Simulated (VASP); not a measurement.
# Lu12H (a cell with a defect) in VASP: further runs, part 2 of 2

VASP 6.6.1.

**3. Single point, PBE**

The input, INCAR:

```
ALGO = Normal
EDIFF = 1E-7
ENCUT = 520
GGA = PE
ISIF = 2
ISMEAR = -1
KPAR = 2
LASPH = True
LCHARG = True
LREAL = False
LVHAR = True
LWAVE = False
NBANDS = 162
NELM = 80
PREC = Accurate
SIGMA = 0.15
```

The input, KPOINTS:

```
k-points
0
Gamma
  2 2 3
```

The input, POSCAR:

```
Lu12H
1.0
    7.0200000000      0.0000000000      0.0000000000
   -5.2650000000      9.1192480000      0.0000000000
    0.0000000000      0.0000000000      5.5633500000
Lu H
12 1
Direct
   -0.0055993221      0.0109767823     -0.0355181680
    0.2275241559      0.2212572791      0.4512928362
   -0.0148109443      0.3258931000      0.0060035770
    0.2010376055      0.5586864180      0.4671286185
   -0.0895073379      0.6518629606      0.0038645780
    0.2297743649      0.8799080801      0.4915024221
    0.4802780175      0.0152424849      0.0150988164
    0.6819818401      0.1996984839      0.5515202171
    0.4773835902      0.3312882817     -0.0087896681
    0.6999290058      0.5701237646      0.4969308061
    0.4799904789      0.6423994610     -0.0004673443
    0.6966345132      0.9333664355      0.4901902631
    0.0148578887      0.0085094736      0.4550855150
```

Potentials or basis: VASP PAW PBE potentials, release 64 (Lu, H).

Command:

```
$ cat potpaw_PBE.64/Lu/POTCAR potpaw_PBE.64/H/POTCAR > POTCAR
$ mpirun -np 2 vasp_std > vasp.out
```

OUTCAR:

```text
EDIFF = 1E-7
   ENCUT = 520
   GGA = PE
   ISIF = 2
   ISMEAR = -1
   LASPH = True
   LREAL = False
   NELM = 80
   PREC = Accurate

 ion  position               nearest neighbor table
   1  0.994  0.011  0.964-  12 3.21   3 3.36   2 3.36   9 3.39   7 3.40  12 3.45   2 3.48   5 3.53
                             7 3.64   6 3.72  11 3.76
   2  0.228  0.221  0.451-  13 1.98   9 2.99   8 3.36   1 3.36   9 3.38  12 3.44   1 3.48   3 3.48
                            10 3.52   6 3.61   4 3.65   8 3.76
   3  0.985  0.326  0.006-   8 3.14   4 3.34   1 3.36  11 3.41   7 3.42   9 3.43   2 3.48   8 3.56
                             9 3.59   4 3.68   5 3.72
   4  0.201  0.559  0.467-  11 3.11   6 3.29   3 3.34  11 3.41  10 3.45  10 3.58   2 3.65   3 3.68
                             5 3.71  12 3.74   8 3.74
   5  0.910  0.652  0.004-  11 2.97  10 3.03  10 3.10   9 3.22   1 3.53   6 3.57   6 3.68   4 3.71
                             3 3.72
   6  0.230  0.880  0.492-  12 3.04   7 3.11   4 3.29   8 3.29   7 3.33  10 3.51   5 3.57   2 3.61
                             5 3.68   1 3.72
   7  0.480  0.015  0.015-   6 3.11   8 3.11   6 3.33   9 3.34  12 3.37   1 3.40   3 3.42   8 3.45
                            12 3.59   1 3.64
   8  0.682  0.200  0.552-  12 2.88   7 3.11   3 3.14   6 3.29   2 3.36   7 3.45   9 3.46   3 3.56
                             4 3.74   2 3.76
   9  0.477  0.331  0.991-   2 2.99   5 3.22  11 3.27   7 3.34   2 3.38   1 3.39   3 3.43   8 3.46
                            10 3.52  10 3.57   3 3.59
  10  0.700  0.570  0.497-   5 3.03   5 3.10  11 3.43   4 3.45  11 3.46   6 3.51   2 3.52   9 3.52
                             9 3.57   4 3.58
  11  0.480  0.642  1.000-   5 2.97   4 3.11   9 3.27   3 3.41   4 3.41  10 3.43  10 3.46   1 3.76
                            12 3.81
  12  0.697  0.933  0.490-  13 1.97   8 2.88   6 3.04   1 3.21   7 3.37   2 3.44   1 3.45   7 3.59
                             4 3.74  11 3.81
  13  0.015  0.009  0.455-  12 1.97   2 1.98

  LATTYP: Found a simple monoclinic cell.
 ALAT       =     7.0200000000
 B/A-ratio  =     0.7925000000
 C/A-ratio  =     1.3228757252
 COS(beta)  =    -0.1889822265

  Lattice vectors:

[... 168 lines left out ...]
  volume of cell :      356.15
 maximum number of plane-waves:      9604
 NGX is ok and might be reduce to    54
   NGX = 27   NGY = 39   NGZ = 21

 number of electron     301.0000017 magnetization

 Free energy of the ion-electron system (eV)
  ---------------------------------------------------
  ext. energy  EPLUGINS =         0.00000000
  ---------------------------------------------------
  free energy    TOTEN  =       -55.87006362 eV

  energy without entropy =      -54.52427965  energy(sigma->0) =      -55.19717164

 E-fermi :   2.1240     XC(G=0): -10.5696

 val. band max:        2.1160779528   @ k =   0.5000   0.5000   0.3333
 cond. band min:       2.1255389890   @ k =   0.5000  -0.0000   0.3333
 fundamental gap:      0.0094610362
 Fermi energy:         2.1239737132

 k-point     1 :       0.0000    0.0000    0.0000
  band No.  band energies     occupation
      1     -54.3505      2.00000
      2     -54.3114      2.00000
      3     -54.1567      2.00000
      4     -54.1235      2.00000
      5     -54.1070      2.00000
      6     -54.0880      2.00000
[... 1309 lines left out ...]
    161       3.2916      0.00083
    162       3.3536      0.00055

------------------------ aborting loop because EDIFF is reached ----------------------------------------

  FORCE on cell =-STRESS in cart. coord.  units (eV):
  Direction    XX          YY          ZZ          XY          YZ          ZX
  --------------------------------------------------------------------------------------
  -------------------------------------------------------------------------------------
  Total        5.5145018      3.0986339      3.4472829      3.8768072     -0.5128333     -1.0720049
  in kB       24.8075765     13.9395363     15.5079710     17.4402323     -2.3070355     -4.8225290
  external PRESSURE =      18.0850280 kB  Pullay stress =       0.0000000 kB

 VOLUME and BASIS-vectors are now :
 -----------------------------------------------------------------------------
  energy-cutoff  :      520.00
  volume of cell :      356.15
      direct lattice vectors                 reciprocal lattice vectors
     7.020000000  0.000000000  0.000000000     0.142450142  0.082243624  0.000000000
    -5.265000000  9.119248000  0.000000000     0.000000000  0.109658165  0.000000000
     0.000000000  0.000000000  5.563350000     0.000000000  0.000000000  0.179747814

 POSITION                                       TOTAL-FORCE (eV/Angst)
 -----------------------------------------------------------------------------------
      6.92290      0.10010      5.36575         0.235725     -0.333438      0.297503
      0.43230      2.01770      2.51070        -0.941453      0.551235      0.939862
      5.20020      2.97190      0.03340         0.169036      0.052436      0.152997
     -1.53020      5.09480      2.59880        -0.608098     -0.455624      0.777770
      2.95960      5.94450      0.02150         2.651080      0.887481     -0.235015
     -3.01970      8.02410      2.73440        -2.191067      0.044772      0.287931
      3.29130      0.13900      0.08400         0.516045     -0.465054      0.023269
      3.73610      1.82110      3.06830        -0.648159      1.823083     -0.971727
      1.60700      3.02110      5.51445         0.670851      0.156190     -0.722591
      1.91180      5.19910      2.76460        -0.417589     -0.561164      0.247150
     -0.01270      5.85820      5.56075        -1.118805      1.053498     -0.548607
     -0.02380      8.51160      2.72710         0.975892     -2.241370     -0.276753
      0.05950      0.07760      2.53180         0.706542     -0.512045      0.028212
 -----------------------------------------------------------------------------------
    total drift:                               -0.000395     -0.001732      0.000630

  FREE ENERGIE OF THE ION-ELECTRON SYSTEM (eV)
  ---------------------------------------------------
  free  energy   TOTEN  =       -55.8700636196 eV

  energy  without entropy=      -54.5242796537  energy(sigma->0) =      -55.19717164
```

OSZICAR:

```text
N       E                     dE             d eps       ncg     rms          rms(c)
DAV:   1     0.659142729192E+04    0.65914E+04   -0.61962E+04  2880   0.599E+03
DAV:   2     0.166283316779E+04   -0.49286E+04   -0.47269E+04  3032   0.153E+03
DAV:   3     0.243872664791E+03   -0.14190E+04   -0.13769E+04  2768   0.451E+02
[... 28 lines left out ...]
DAV:  32    -0.558700631155E+02   -0.21876E-06   -0.21532E-06  1488   0.989E-04    0.109E-03
DAV:  33    -0.558700632917E+02   -0.17621E-06   -0.17728E-06  1488   0.124E-03    0.109E-03
DAV:  34    -0.558700634286E+02   -0.13695E-06   -0.13643E-06  1456   0.604E-04    0.103E-03
DAV:  35    -0.558700635389E+02   -0.11026E-06   -0.11017E-06  1440   0.402E-04    0.108E-03
DAV:  36    -0.558700636196E+02   -0.80734E-07   -0.83487E-07  1440   0.352E-03
   1 F= -.55870064E+02 E0= -.55197172E+02  d E =-.134578E+01
```

stdout:

```text
POSCAR found type information on POSCAR LuH
 POSCAR found :  2 types and      13 ions
 scaLAPACK will be used
 LDA part: xc-table for (Slater+PW92), standard interpolation
 POSCAR, INCAR and KPOINTS ok, starting setup
 FFT: planning ... GRIDC
 FFT: planning ... GRID_SOFT
 FFT: planning ... GRID
 WAVECAR not read
 entering main loop
```

Run time: 19 min. Hardware: 2 MPI ranks of Intel Xeon Platinum 8259CL at 2.50GHz (Skylake/Cascade Lake), shared host; peak memory 0.64 GiB.

Results:

```
Free energy            : -55.8701 eV
Pressure               : 1.8 GPa
Largest force          : 2.806 eV/Å
Band gap on the k mesh : zero (an odd number of electrons rules out a gap without spin polarisation)
```

Forces in eV/Å, atoms in the order of the input:
```
Lu   0.236 -0.333  0.298
Lu  -0.941  0.551  0.940
Lu   0.169  0.052  0.153
Lu  -0.608 -0.456  0.778
Lu   2.651  0.887 -0.235
Lu  -2.191  0.045  0.288
Lu   0.516 -0.465  0.023
Lu  -0.648  1.823 -0.972
Lu   0.671  0.156 -0.723
Lu  -0.418 -0.561  0.247
Lu  -1.119  1.053 -0.549
Lu   0.976 -2.241 -0.277
H    0.707 -0.512  0.028
```

Levels at points of the mesh, in eV from the Fermi level:
```tsv
k point	band 148	band 149	band 150	band 151	band 152	band 153
(0.00, 0.00, 0.00)	-0.52	-0.34	-0.27	-0.20	-0.18	0.08
(0.50, 0.00, 0.00)	-0.44	-0.32	-0.21	0.01	0.04	0.07
(0.00, 0.50, 0.00)	-0.45	-0.27	-0.25	-0.18	-0.06	0.08
(0.50, 0.50, 0.00)	-0.31	-0.22	-0.12	-0.09	-0.02	0.08
```

Caveat: the k points lie up to 0.46 Å⁻¹ apart, too coarse for converged energies and pressures of a metal; the atoms stand as in a frame of molecular dynamics; spin-orbit coupling is left out, which moves the levels of the heavy elements.

The gap in the log of VASP goes by the Fermi energy; the results here count the filled bands.